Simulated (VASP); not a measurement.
# Al (P6_3/mmc) in VASP: further runs

Al is run at these levels: PBE+D3(BJ); tasks: single point.

All numbers are computed with VASP 6.6.1; they aren't measurements. Logs are shortened: lines on timing, memory, paths and dates and some standing lists are left out, and cuts for length are marked.

## Step 1: The cell of the first run

Symmetry: P6_3/mmc, No. 194, hexagonal system. The conventional cell has a = 2.776 Å, b = 2.776 Å, c = 4.679 Å, α = 90.00°, β = 90.00°, γ = 120.00°. Al (site symmetry -6m2) has 12 Al at 2.78 to 2.84 Å within 3.7 Å.

## Step 2: Single point, PBE+D3(BJ) (biaxial strain in the a-b plane: -1.0 %, then relaxed in part)

File INCAR:

```
SYSTEM = Al
PREC = Accurate ; ENCUT = 520
EDIFF = 1E-6 ; ISMEAR = 0
SIGMA = 0.1 ; LREAL = .False.
LASPH = .True. ; NELM = 60
ALGO = Normal ; ISIF = 2
LWAVE = .False. ; LCHARG = .False.
GGA = PE ; IVDW = 12
NBANDS = 10
```

File KPOINTS:

```
Automatic mesh
0
Gamma
  24 24 12
  0 0 0
```

File POSCAR:

```
Al
1.0
    2.7757854091      0.0000000000      0.0000000000
   -1.3878927046      2.4039006798      0.0000000000
    0.0000000000      0.0000000000      4.6785153466
Al
2
Direct
    0.6666666667      0.3333333333      0.7500000000
    0.3333333333      0.6666666667      0.2500000000
```

Potentials or basis: VASP PAW PBE potentials, release 64 (Al).

The run is started by

```sh
$ cat potpaw_PBE.64/Al/POTCAR > POTCAR
$ mpirun -np 1 vasp_std > vasp.out
```

OUTCAR:

```text
SYSTEM = Al
   PREC = Accurate
   ENCUT = 520
   EDIFF = 1E-6
   ISMEAR = 0
   LREAL = .False.
   LASPH = .True.
   NELM = 60
   ISIF = 2
   GGA = PE
   IVDW = 12
 IVDW          = 12

 ion  position               nearest neighbor table
   1  0.667  0.333  0.750-   2 2.84   2 2.84   2 2.84   2 2.84   2 2.84   2 2.84
   2  0.333  0.667  0.250-   1 2.84   1 2.84   1 2.84   1 2.84   1 2.84   1 2.84

  LATTYP: Found a hexagonal cell.
 ALAT       =     2.7757854091
 C/A-ratio  =     1.6854744359

  Lattice vectors:

 A1 = (   2.7757854091,   0.0000000000,   0.0000000000)
 A2 = (  -1.3878927046,   2.4039006798,   0.0000000000)
 A3 = (   0.0000000000,   0.0000000000,   4.6785153466)

Analysis of symmetry for initial positions (statically):
=====================================================================
 Subroutine PRICEL returns:
 Original cell was already a primitive cell.

 Routine SETGRP: Setting up the symmetry group for a
 hexagonal supercell.

 Subroutine GETGRP returns: Found 24 space group operations
 (whereof 12 operations were pure point group operations)
 out of a pool of 24 trial point group operations.

The static configuration has the point symmetry D_3d.
 The point group associated with its full space group is D_6h.

Analysis of symmetry for dynamics (positions and initial velocities):
=====================================================================
 Subroutine PRICEL returns:
 Original cell was already a primitive cell.

 Routine SETGRP: Setting up the symmetry group for a
 hexagonal supercell.

 Subroutine GETGRP returns: Found 24 space group operations
 (whereof 12 operations were pure point group operations)
 out of a pool of 24 trial point group operations.

The dynamic configuration has the point symmetry D_3d.
 The point group associated with its full space group is D_6h.

 Subroutine INISYM returns: Found 24 space group operations
 (whereof 12 operations are pure point group operations),
 and found     1 'primitive' translations

----------------------------------------------------------------------------------------

                                     Primitive cell

  volume of cell :      31.2184

  direct lattice vectors                    reciprocal lattice vectors
     2.775785409  0.000000000  0.000000000     0.360258396  0.207995282  0.000000000
    -1.387892705  2.403900680  0.000000000     0.000000000  0.415990564  0.000000000
     0.000000000  0.000000000  4.678515347     0.000000000  0.000000000  0.213743020

  length of vectors
     2.775785409  2.775785409  4.678515347     0.415990564  0.415990564  0.213743020

  position of ions in fractional coordinates (direct lattice)
     0.666666667  0.333333333  0.750000000
     0.333333333  0.666666667  0.250000000

  ion indices of the primitive-cell ions
   primitive index   ion index
                 1           1
                 2           2

----------------------------------------------------------------------------------------

 KPOINTS: Automatic mesh

Automatic generation of k-mesh.
 Grid dimensions read from file:
 generate k-points for:   24   24   12

 Generating k-lattice:

  Cartesian coordinates                     Fractional coordinates (reciprocal lattice)
     0.015010767  0.008666470  0.000000000     0.041666667 -0.000000000  0.000000000
     0.000000000  0.017332940  0.000000000     0.000000000  0.041666667  0.000000000
     0.000000000  0.000000000  0.017811918     0.000000000  0.000000000  0.083333333

  Length of vectors
     0.017332940  0.017332940  0.017811918

  Shift w.r.t. Gamma in fractional coordinates (k-lattice)
     0.000000000  0.000000000  0.000000000

 Subroutine IBZKPT returns following result:
 ===========================================

 Found    427 irreducible k-points:

 Following reciprocal coordinates:
            Coordinates               Weight
  0.000000  0.000000  0.000000      1.000000
  0.041667  0.000000  0.000000      6.000000
  0.083333  0.000000  0.000000      6.000000
  0.125000  0.000000  0.000000      6.000000
  0.166667  0.000000  0.000000      6.000000
  0.208333 -0.000000  0.000000      6.000000
[... 16 lines left out ...]
  0.416667  0.041667  0.000000     12.000000
  0.458333  0.041667  0.000000     12.000000
 [... further k-points ...]
   k-points           NKPTS =    427   k-points in BZ     NKDIM =    427   number of bands    NBANDS=     10
   number of dos      NEDOS =    301   number of ions     NIONS =      2
   total plane-waves  NPLWV =  20736
   dimension x,y,z NGX =    24 NGY =   24 NGZ =   36
   dimension x,y,z NGXF=    48 NGYF=   48 NGZF=   72
   ions per type =               2
   NGX,Y,Z   is equivalent  to a cutoff of  14.37, 14.37, 12.79 a.u.
   NGXF,Y,Z  is equivalent  to a cutoff of  28.75, 28.75, 25.58 a.u.
 SYSTEM =  Al
   PREC   = accura    normal or accurate (medium, high low for compatibility)
   ISTART =      0    job   : 0-new  1-cont  2-samecut
   ICHARG =      2    charge: 1-file 2-atom 10-const
   ISPIN  =      1    spin polarized calculation?
   LNONCOLLINEAR =      F non collinear calculations
   LSORBIT =      F    spin-orbit coupling
   LASPH  =      T    aspherical Exc in radial PAW
   ENCUT  =  520.0 eV  38.22 Ry    6.18 a.u.   5.16  5.16  8.70*2*pi/ulx,y,z
   NELM   =     60;   NELMIN=  2; NELMDL= -5     # of ELM steps
   EDIFF  = 0.1E-05   stopping-criterion for ELM
   LREAL  =      F    real-space projection
   EDIFFG = 0.1E-04   stopping-criterion for IOM
   NSW    =      0    number of steps for IOM
   IBRION =     -1    ionic relax: 0-MD 1-quasi-New 2-CG
   NFREE  =      0    steps in history (QN), initial steepest desc. (CG)
   ISIF   =      2    stress and relaxation
   ISYM   =      2    0-nonsym 1-usesym 2-fastsym
   POTIM  = 0.5000    time-step for ionic-motion
   TEBEG  =    0.0;   TEEND  =   0.0 temperature during run
   PSTRESS=    0.0 pullay stress
   NELECT =       6.0000    total number of electrons
   NUPDOWN=      -1.0000    fix difference up-down
   EMIN   =  10.00;   EMAX   =-10.00  energy-range for DOS
   EFERMI =   0.00;   METHOD = LEGACY
   ISMEAR =     0;   SIGMA  =   0.10  broadening in eV -4-tet -1-fermi 0-gaus
   EFERMI_NEDOS =   21; number of points for ismear=-14 and -15
   IALGO  =     38    algorithm
   IMIX   =      4    mixing-type and parameters
     AMIX     =   0.40;   BMIX     =  1.00
     AMIX_MAG =   1.60;   BMIX_MAG =  1.00
  volume/ion in A,a.u.               =      15.61       105.34
  Fermi-wavevector in a.u.,A,eV,Ry     =   0.944761  1.785339 12.144187  0.892573
  Thomas-Fermi vector in A             =   2.072597
   LORBIT       =      0    0 simple, 1 ext, 2 COOP (PROOUT), +10 PAW based schemes
   GGA     = PE    functional components
   LHFCALC =     F    Hartree Fock is set to
   AEXX    =    0.0000 exact exchange contribution
   IVDW    =    12    specifies the selected vdW correction
   LEPSILON=     F    determine dielectric tensor
   LRPA    =     F    only Hartree local field effects (RPA)
 non-spin polarized calculation
 Gauss-broadening in eV      SIGMA  =   0.10
  energy-cutoff  :      520.00
  volume of cell :       31.22
 maximum number of plane-waves:       855
 NGX is ok and might be reduce to    24
   NGX = 11   NGY = 11   NGZ = 17

 number of electron       6.0000000 magnetization

 Free energy of the ion-electron system (eV)
  ---------------------------------------------------
  ext. energy  EPLUGINS =         0.00000000
  ---------------------------------------------------
  free energy    TOTEN  =        -7.39612926 eV

  energy without entropy =       -7.39310893  energy(sigma->0) =       -7.39461910

 E-fermi :   8.5836     XC(G=0): -10.4002

 val. band max:        8.5781846574   @ k =   0.4167   0.0417   0.0000
 cond. band min:       8.5955202343   @ k =   0.2917   0.0833   0.0833
 fundamental gap:      0.0173355769
 Fermi energy:         8.5835800754

 k-point     1 :       0.0000    0.0000    0.0000
  band No.  band energies     occupation
      1      -2.9352      2.00000
      2       3.6058      2.00000
      3       3.7374      2.00000
      4      20.1667      0.00000
      5      20.1667      0.00000
      6      20.3015      0.00000
      7      20.3015      0.00000
      8      20.5207      0.00000
      9      22.5813      0.00000
     10      23.6149      0.00000

 k-point     2 :       0.0417    0.0000    0.0000
  band No.  band energies     occupation
      1      -2.8908      2.00000
      2       3.6470      2.00000
      3       3.7807      2.00000
      4      18.8867      0.00000
      5      19.3711      0.00000
      6      20.1780      0.00000
      7      21.1651      0.00000
      8      21.1893      0.00000
      9      22.5990      0.00000
     10      24.0436      0.00000

 k-point     3 :       0.0833    0.0000    0.0000
  band No.  band energies     occupation
      1      -2.7575      2.00000
      2       3.7707      2.00000
      3       3.9104      2.00000
      4      17.2829      0.00000
      5      18.5853      0.00000
      6      19.6902      0.00000
      7      21.4181      0.00000
      8      22.1355      0.00000
      9      22.5673      0.00000
     10      23.4236      0.00000

 k-point     4 :       0.1250    0.0000    0.0000
  band No.  band energies     occupation
      1      -2.5357      2.00000
      2       3.9767      2.00000
      3       4.1254      2.00000
      4      15.6453      0.00000
      5      17.8736      0.00000
      6      19.0336      0.00000
      7      21.0501      0.00000
      8      21.5751      0.00000
      9      22.7211      0.00000
     10      22.9319      0.00000

 k-point     5 :       0.1667    0.0000    0.0000
  band No.  band energies     occupation
      1      -2.2258      2.00000
      2       4.2653      2.00000
      3       4.4241      2.00000
      4      14.0360      0.00000
      5      17.2372      0.00000
      6      18.2670      0.00000
      7      20.0413      0.00000
      8      20.1721      0.00000
      9      22.5896      0.00000
     10      22.6197      0.00000

 k-point     6 :       0.2083   -0.0000    0.0000
  band No.  band energies     occupation
      1      -1.8285      2.00000
      2       4.6363      2.00000
      3       4.8034      2.00000
      4      12.4808      0.00000
      5      16.6763      0.00000
      6      17.3832      0.00000
      7      18.5022      0.00000
      8      19.2382      0.00000
      9      22.1751      0.00000
     10      22.6156      0.00000
[... 183 lines left out ...]
 k-point    21 :       0.3333    0.0417    0.0000
  band No.  band energies     occupation
      1       0.2700      2.00000
      2       6.4544      2.00000
      3       6.6130      2.00000
      4       7.9254      2.00000
      5      13.4040      0.00000
      6      13.6157      0.00000
      7      14.8357      0.00000
      8      17.9024      0.00000
      9      20.3452      0.00000
     10      20.4148      0.00000

 k-point    22 :       0.3750    0.0417    0.0000
  band No.  band energies     occupation
      1       1.0477      2.00000
      2       5.9486      2.00000
      3       7.3503      2.00000
      4       7.9150      2.00000
      5      12.3858      0.00000
      6      12.4194      0.00000
      7      14.4618      0.00000
      8      17.6466      0.00000
      9      20.1523      0.00000
     10      20.1608      0.00000

 k-point    23 :       0.4167    0.0417    0.0000
  band No.  band energies     occupation
      1       1.9053      2.00000
      2       4.9065      2.00000
      3       8.1594      2.00000
      4       8.5782      1.06082
      5      11.2472      0.00000
      6      11.4193      0.00000
      7      14.2485      0.00000
      8      17.4762      0.00000
      9      19.9912      0.00000
     10      20.0227      0.00000

 k-point    24 :       0.4583    0.0417    0.0000
  band No.  band energies     occupation
      1       2.8392      2.00000
      2       3.8468      2.00000
      3       8.9854      0.00000
      4       9.3464      0.00000
      5      10.2562      0.00000
      6      10.5085      0.00000
      7      14.1487      0.00000
      8      17.3910      0.00000
      9      19.9064      0.00000
     10      19.9576      0.00000

 [... further k-points ...]

------------------------ aborting loop because EDIFF is reached ----------------------------------------

 Edisp (eV)   -0.71259

 E8    (eV) :    -0.3189

  FORCE on cell =-STRESS in cart. coord.  units (eV):
  Direction    XX          YY          ZZ          XY          YZ          ZX
  --------------------------------------------------------------------------------------
  -------------------------------------------------------------------------------------
  Total       0.51809     0.51809    -0.00317    -0.00000    -0.00000     0.00000
  in kB      26.58896    26.58896    -0.16261    -0.00000    -0.00000     0.00000
  external pressure =       17.67 kB  Pullay stress =        0.00 kB

 VOLUME and BASIS-vectors are now :
 -----------------------------------------------------------------------------
  energy-cutoff  :      520.00
  volume of cell :       31.22
      direct lattice vectors                 reciprocal lattice vectors
     2.775785409  0.000000000  0.000000000     0.360258396  0.207995282  0.000000000
    -1.387892705  2.403900680  0.000000000     0.000000000  0.415990564  0.000000000
     0.000000000  0.000000000  4.678515347     0.000000000  0.000000000  0.213743020

 POSITION                                       TOTAL-FORCE (eV/Angst)
 -----------------------------------------------------------------------------------
      1.38789      0.80130      3.50889        -0.000000      0.000000      0.000000
     -0.00000      1.60260      1.16963         0.000000     -0.000000      0.000000
 -----------------------------------------------------------------------------------
    total drift:                                0.000000     -0.000000     -0.000000

  FREE ENERGIE OF THE ION-ELECTRON SYSTEM (eV)
  ---------------------------------------------------
  free  energy   TOTEN  =        -8.1087229346 eV

  energy  without entropy=       -8.1057026064  energy(sigma->0) =       -8.10721277
```

Run time: 92 s. Hardware: 1 thread of AMD EPYC 7R43 (Zen 3), shared host; peak memory 0.2 GiB.

Results:

```yaml
Free_energy: -8.1087 eV
Pressure: 1.8 GPa
Band_gap_on_the_k_mesh: zero (band 3 reaches 12.58 eV, above the bottom of band 4 at 5.38 eV)
Dispersion_energy_per_atom: -0.356 eV
```

Stress tensor (GPa, compression positive):
```
 2.66  0.00  0.00
 0.00  2.66  0.00
 0.00  0.00 -0.02
```

Caveat: the cell differs from its parent crystal (biaxial strain in the a-b plane: -1.0 %, then relaxed in part); pairwise dispersion overbinds metals, which lowers pressure and volume.

## Step 3: Single point, PBE+D3(BJ) (biaxial strain in the a-b plane: -1.0 %)

File INCAR:

```
SYSTEM = Al
PREC = Accurate
ENCUT = 520
EDIFF = 1E-7
ISMEAR = 0
SIGMA = 0.1
LREAL = .False.
LASPH = .True.
NELM = 80
ALGO = Normal
ISIF = 2
LWAVE = .False.
LCHARG = .False.
GGA = PE
IVDW = 12
NBANDS = 10
```

KPOINTS is that of step 2.

POSCAR, as its differences from that of step 2:

```diff
@@ -4,3 +4,3 @@
    -1.3878927046      2.4039006798      0.0000000000
-    0.0000000000      0.0000000000      4.6785153466
+    0.0000000000      0.0000000000      4.7044567891
 Al
```

Potentials or basis: VASP PAW PBE potentials, release 64 (Al).

The run is started by

```sh
$ cat potpaw_PBE.64/Al/POTCAR > POTCAR
$ mpirun -np 1 vasp_std > vasp.out
```

It took 94 s on 1 thread of AMD EPYC 7R43 (Zen 3), shared host; peak memory 0.21 GiB.

It converged, with:

```yaml
Free_energy: -8.1082 eV
Pressure: 1.3 GPa
Band_gap_on_the_k_mesh: zero (band 3 reaches 12.45 eV, above the bottom of band 4 at 5.34 eV)
Dispersion_energy_per_atom: -0.354 eV
```

Stress tensor (GPa, compression positive):
```
 2.40  0.00  0.00
 0.00  2.40  0.00
 0.00  0.00 -0.87
```

Levels at points of the mesh, in eV from the Fermi level:
```csv
k point,band 1,band 2,band 3,band 4,band 5,band 6
"(0.00, 0.00, 0.00)",-11.48,-4.98,-4.90,11.63,11.63,11.76
"(0.50, 0.00, 0.00)",-5.27,-5.21,0.60,0.90,1.39,1.64
"(0.00, 0.00, 0.50)",-9.82,-9.82,2.86,2.86,12.61,12.61
"(0.50, 0.00, 0.50)",-4.02,-4.02,-3.18,-3.18,7.63,7.63
```

Caveat: the cell differs from its parent crystal (biaxial strain in the a-b plane: -1.0 %); pairwise dispersion overbinds metals, which lowers pressure and volume.
